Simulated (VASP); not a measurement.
# Cu (Im-3m) in VASP: a series of runs

The runs below take Cu through single point, with r2SCAN.

All numbers are computed with VASP 6.6.1; they aren't measurements. Logs are shortened: lines on timing, memory, paths and dates and some standing lists are left out, and cuts for length are marked.

**1. The cell of the first run**

It takes space group Im-3m (No. 229, cubic). Conventional cell: a = 2.842 Å, b = 2.842 Å, c = 2.842 Å, α = 90.00°, β = 90.00°, γ = 90.00°. Cu (site symmetry m-3m) has 14 Cu at 2.46 to 2.84 Å within 3.2 Å.

**2. Single point, r2SCAN**

POSCAR

```
Cu
1.0
   -1.4209339427      1.4209339427      1.4209339427
    1.4209339427     -1.4209339427      1.4209339427
    1.4209339427      1.4209339427     -1.4209339427
Cu
1
Direct
    0.0000000000      0.0000000000      0.0000000000
```

INCAR.step1

```
PREC     = Accurate       # precision mode
ENCUT    = 520            # plane-wave cutoff, eV
ISMEAR   = -1             # smearing method
SIGMA    = 0.1            # smearing width, eV
LREAL    = False          # projectors in reciprocal space
LASPH    = True           # aspherical terms in the spheres
NELM     = 100            # most SCF steps
NBANDS   = 12             # bands
GGA      = PE             # functional
ALGO     = Normal         # electronic algorithm
EDIFF    = 1E-4           # SCF threshold, eV
LWAVE    = True           # write WAVECAR
LCHARG   = False          # write CHGCAR
```

INCAR.step2

```
PREC     = Accurate       # precision mode
ENCUT    = 520            # plane-wave cutoff, eV
EDIFF    = 1E-6           # SCF threshold, eV
ISMEAR   = -1             # smearing method
SIGMA    = 0.1            # smearing width, eV
LREAL    = False          # projectors in reciprocal space
LASPH    = True           # aspherical terms in the spheres
NELM     = 100            # most SCF steps
ALGO     = Normal         # electronic algorithm
ISIF     = 2              # what is computed and relaxed
LWAVE    = False          # write WAVECAR
LCHARG   = False          # write CHGCAR
METAGGA  = R2SCAN         # meta-GGA
LMIXTAU  = True         
NBANDS   = 12             # bands
ISTART   = 1
```

KPOINTS

```
regular mesh
0
Gamma
  25 25 25
```

Potentials or basis: VASP PAW PBE potentials, release 64 (Cu).

Started as:

```console
> cat potpaw_PBE.64/Cu/POTCAR > POTCAR
> cp INCAR.step1 INCAR
> mpirun -np 1 vasp_std > vasp.out
> cp INCAR.step2 INCAR
> mpirun -np 1 vasp_std > vasp.out
```

OUTCAR:

```text
PREC = Accurate
   ENCUT = 520
   EDIFF = 1E-6
   ISMEAR = -1
   LREAL = False
   LASPH = True
   NELM = 100
   ISIF = 2
   METAGGA = R2SCAN
   ISTART = 1

 ion  position               nearest neighbor table
   1  0.000  0.000  0.000-

  LATTYP: Found a body centered cubic cell.
 ALAT       =     2.8418678854

  Lattice vectors:

 A1 = (  -1.4209339427,   1.4209339427,   1.4209339427)
 A2 = (   1.4209339427,  -1.4209339427,   1.4209339427)
 A3 = (   1.4209339427,   1.4209339427,  -1.4209339427)

Analysis of symmetry for initial positions (statically):
=====================================================================
 Subroutine PRICEL returns:
 Original cell was already a primitive cell.

 Routine SETGRP: Setting up the symmetry group for a
 body centered cubic supercell.

 Subroutine GETGRP returns: Found 48 space group operations
 (whereof 48 operations were pure point group operations)
 out of a pool of 48 trial point group operations.

The static configuration has the point symmetry O_h .

Analysis of symmetry for dynamics (positions and initial velocities):
=====================================================================
 Subroutine PRICEL returns:
 Original cell was already a primitive cell.

 Routine SETGRP: Setting up the symmetry group for a
 body centered cubic supercell.

 Subroutine GETGRP returns: Found 48 space group operations
 (whereof 48 operations were pure point group operations)
 out of a pool of 48 trial point group operations.

The dynamic configuration has the point symmetry O_h .

 Subroutine INISYM returns: Found 48 space group operations
 (whereof 48 operations are pure point group operations),
 and found     1 'primitive' translations

----------------------------------------------------------------------------------------

                                     Primitive cell

  volume of cell :      11.4758

  direct lattice vectors                    reciprocal lattice vectors
    -1.420933943  1.420933943  1.420933943     0.000000000  0.351881242  0.351881242
     1.420933943 -1.420933943  1.420933943     0.351881242  0.000000000  0.351881242
     1.420933943  1.420933943 -1.420933943     0.351881242  0.351881242  0.000000000

  length of vectors
     2.461129783  2.461129783  2.461129783     0.497635224  0.497635224  0.497635224

[... 82 lines left out ...]
   IBRION =     -1    ionic relax: 0-MD 1-quasi-New 2-CG
   NFREE  =      0    steps in history (QN), initial steepest desc. (CG)
   ISIF   =      2    stress and relaxation
   ISYM   =      2    0-nonsym 1-usesym 2-fastsym
   POTIM  = 0.5000    time-step for ionic-motion
   TEBEG  =    0.0;   TEEND  =   0.0 temperature during run
   PSTRESS=    0.0 pullay stress
   NELECT =      11.0000    total number of electrons
   NUPDOWN=      -1.0000    fix difference up-down
   EMIN   =  10.00;   EMAX   =-10.00  energy-range for DOS
   EFERMI =   0.00;   METHOD = LEGACY
   ISMEAR =    -1;   SIGMA  =   0.10  broadening in eV -4-tet -1-fermi 0-gaus
   EFERMI_NEDOS =   21; number of points for ismear=-14 and -15
   IALGO  =     38    algorithm
   IMIX   =      4    mixing-type and parameters
     AMIX     =   0.40;   BMIX     =  1.00
     AMIX_MAG =   1.60;   BMIX_MAG =  1.00
  volume/ion in A,a.u.               =      11.48        77.44
  Fermi-wavevector in a.u.,A,eV,Ry     =   1.614155  3.050310 35.449920  2.605496
  Thomas-Fermi vector in A             =   2.709109
   LORBIT       =      0    0 simple, 1 ext, 2 COOP (PROOUT), +10 PAW based schemes
   METAGGA = R2SCAN    functional components
   LHFCALC =     F    Hartree Fock is set to
   AEXX    =    0.0000 exact exchange contribution
   IVDW    =     0    specifies the selected vdW correction
   LEPSILON=     F    determine dielectric tensor
   LRPA    =     F    only Hartree local field effects (RPA)
 non-spin polarized calculation
  energy-cutoff  :      520.00
  volume of cell :       11.48
 maximum number of plane-waves:       321
   NGX =  9   NGY =  9   NGZ =  9

 number of electron      10.9999984 magnetization

 Free energy of the ion-electron system (eV)
  ---------------------------------------------------
  ext. energy  EPLUGINS =         0.00000000
  ---------------------------------------------------
  free energy    TOTEN  =       -10.79626883 eV

  energy without entropy =      -10.78701057  energy(sigma->0) =      -10.79163970

 E-fermi :   7.7482     XC(G=0): -13.9435

 val. band max:        7.7449497810   @ k =  -0.3600   0.4800   0.0400
 cond. band min:       7.7493919396   @ k =  -0.3200   0.4400   0.1200
 fundamental gap:      0.0044421586
 Fermi energy:         7.7482011889

 k-point     1 :       0.0000    0.0000    0.0000
  band No.  band energies     occupation
      1      -2.1383      2.00000
      2       4.4484      2.00000
      3       4.4487      2.00000
      4       4.4487      2.00000
      5       5.5018      2.00000
      6       5.5018      2.00000
      7      34.0875      0.00000
      8      34.0876      0.00000
      9      34.0876      0.00000
     10      38.2932      0.00000
     11      38.2932      0.00000
     12      38.2932      0.00000
[... 331 lines left out ...]
 k-point    24 :       0.4400    0.0400    0.0000
  band No.  band energies     occupation
      1       2.3986      2.00000
      2       3.7008      2.00000
      3       5.4491      2.00000
      4       5.5532      2.00000
      5       6.0760      2.00000
      6       7.0323      1.99845
      7      13.0069      0.00000
      8      25.7118      0.00000
      9      26.5294      0.00000
     10      30.7878      0.00000
     11      33.9565      0.00000
     12      42.9094      0.00000

 [... further k-points ...]

------------------------ aborting loop because EDIFF is reached ----------------------------------------

  FORCE on cell =-STRESS in cart. coord.  units (eV):
  Direction    XX          YY          ZZ          XY          YZ          ZX
  --------------------------------------------------------------------------------------
  -------------------------------------------------------------------------------------
  Total        0.0442918      0.0442918      0.0442918     -0.0000000     -0.0000000     -0.0000000
  in kB        6.1837503      6.1837503      6.1837503     -0.0000000     -0.0000000     -0.0000000
  external PRESSURE =       6.1837503 kB  Pullay stress =       0.0000000 kB

 VOLUME and BASIS-vectors are now :
 -----------------------------------------------------------------------------
  energy-cutoff  :      520.00
  volume of cell :       11.48
      direct lattice vectors                 reciprocal lattice vectors
    -1.420933943  1.420933943  1.420933943     0.000000000  0.351881242  0.351881242
     1.420933943 -1.420933943  1.420933943     0.351881242  0.000000000  0.351881242
     1.420933943  1.420933943 -1.420933943     0.351881242  0.351881242  0.000000000

 POSITION                                       TOTAL-FORCE (eV/Angst)
 -----------------------------------------------------------------------------------
      0.00000      0.00000      0.00000         0.000000      0.000000      0.000000
 -----------------------------------------------------------------------------------
    total drift:                                0.000000      0.000000      0.000000

  FREE ENERGIE OF THE ION-ELECTRON SYSTEM (eV)
  ---------------------------------------------------
  free  energy   TOTEN  =       -10.7962688342 eV

  energy  without entropy=      -10.7870105675  energy(sigma->0) =      -10.79163970
```

OUTCAR.step1:

```text
PREC = Accurate
   ENCUT = 520
   ISMEAR = -1
   LREAL = False
   LASPH = True
   NELM = 100
[... 574 lines left out ...]
 POSITION                                       TOTAL-FORCE (eV/Angst)
 -----------------------------------------------------------------------------------
      0.00000      0.00000      0.00000         0.000000     -0.000000      0.000000
 -----------------------------------------------------------------------------------
    total drift:                                0.000000      0.000000      0.000000

  FREE ENERGIE OF THE ION-ELECTRON SYSTEM (eV)
  ---------------------------------------------------
  free  energy   TOTEN  =        -3.6847671914 eV

  energy  without entropy=       -3.6750527810  energy(sigma->0) =       -3.67990999
```

OSZICAR.step1:

```text
N       E                     dE             d eps       ncg     rms          rms(c)
DAV:   1     0.426514993766E+02    0.42651E+02   -0.53803E+03 12092   0.155E+03
DAV:   2    -0.321241258153E+01   -0.45864E+02   -0.42317E+02 11296   0.205E+02
DAV:   3    -0.458472880289E+01   -0.13723E+01   -0.13600E+01 12596   0.402E+01
DAV:   4    -0.459344282898E+01   -0.87140E-02   -0.87126E-02 12376   0.284E+00
DAV:   5    -0.459352394912E+01   -0.81120E-04   -0.81119E-04 12684   0.277E-01    0.763E+00
DAV:   6    -0.403030776335E+01    0.56322E+00   -0.13466E+01 12748   0.706E+01    0.368E+00
DAV:   7    -0.369890787026E+01    0.33140E+00   -0.20906E+00 12836   0.276E+01    0.644E-01
DAV:   8    -0.368573877512E+01    0.13169E-01   -0.53491E-03 14052   0.736E-01    0.233E-01
DAV:   9    -0.368476564500E+01    0.97313E-03   -0.58571E-03 12756   0.133E+00    0.305E-02
DAV:  10    -0.368476719140E+01   -0.15464E-05   -0.30669E-05  7496   0.104E-01
   1 F= -.36847672E+01 E0= -.36799100E+01  d E =-.971441E-02
```

It took 1.8 min on 1 thread of Intel Xeon Platinum 8488C (Sapphire Rapids), shared host; peak memory 0.16 GiB.

Results:

| Item | Value |
| --- | --- |
| Free energy | -10.7963 eV |
| Pressure | 0.6 GPa |

Caveat: the PAW data sets were made with another functional, which shifts forces and pressure a little.

**3. Single point, r2SCAN**

POSCAR

```
Cu
1.0
   -1.4209339408      1.4209339408      1.4209339408
    1.4209339408     -1.4209339408      1.4209339408
    1.4209339408      1.4209339408     -1.4209339408
Cu
1
Direct
    0.0000000000      0.0000000000      0.0000000000
```

INCAR.step1

```
PREC = Accurate ; ENCUT = 660
ISMEAR = -1 ; SIGMA = 0.1
LREAL = F ; LASPH = T
NELM = 120 ; NBANDS = 12
GGA = PE ; ALGO = Normal
EDIFF = 1E-5 ; LWAVE = T
LCHARG = F ; GGA_COMPAT = F
```

INCAR.step2

```
PREC = Accurate ; ENCUT = 660
EDIFF = 1E-6 ; ISMEAR = -1
SIGMA = 0.1 ; LREAL = F
LASPH = T ; NELM = 120
ALGO = Normal ; ISIF = 2
LWAVE = F ; LCHARG = F
METAGGA = R2SCAN ; LMIXTAU = T
NBANDS = 12 ; ISTART = 1
GGA_COMPAT = F
```

KPOINTS

```
regular mesh
0
Gamma
  8 8 8
```

Potentials or basis: VASP PAW PBE potentials, release 64 (Cu).

Started as:

```console
> cat potpaw_PBE.64/Cu/POTCAR > POTCAR
> cp INCAR.step1 INCAR
> mpirun -np 1 vasp_std > vasp.out
> cp INCAR.step2 INCAR
> mpirun -np 1 vasp_std > vasp.out
```

It took 57 s on 1 thread of Intel Xeon 8259CL, shared host; peak memory 0.14 GiB.

It converged, with:

- Free energy: -10.7662 eV
- Pressure: 0.7 GPa

Levels at points of the mesh, in eV from the Fermi level:
| k point | band 4 | band 5 | band 6 | band 7 | band 8 | band 9 |
| --- | --- | --- | --- | --- | --- | --- |
| (0.00, 0.00, 0.00) | -3.40 | -2.35 | -2.35 | 26.26 | 26.26 | 26.26 |
| (0.50, 0.00, 0.00) | -2.23 | -1.56 | -0.77 | 4.66 | 18.43 | 18.77 |
| (0.50, 0.50, 0.50) | -1.74 | -1.74 | 8.72 | 8.72 | 8.72 | 14.10 |

Caveat: the k points lie up to 0.39 Å⁻¹ apart; the PAW data sets were made with another functional, which shifts forces and pressure a little.
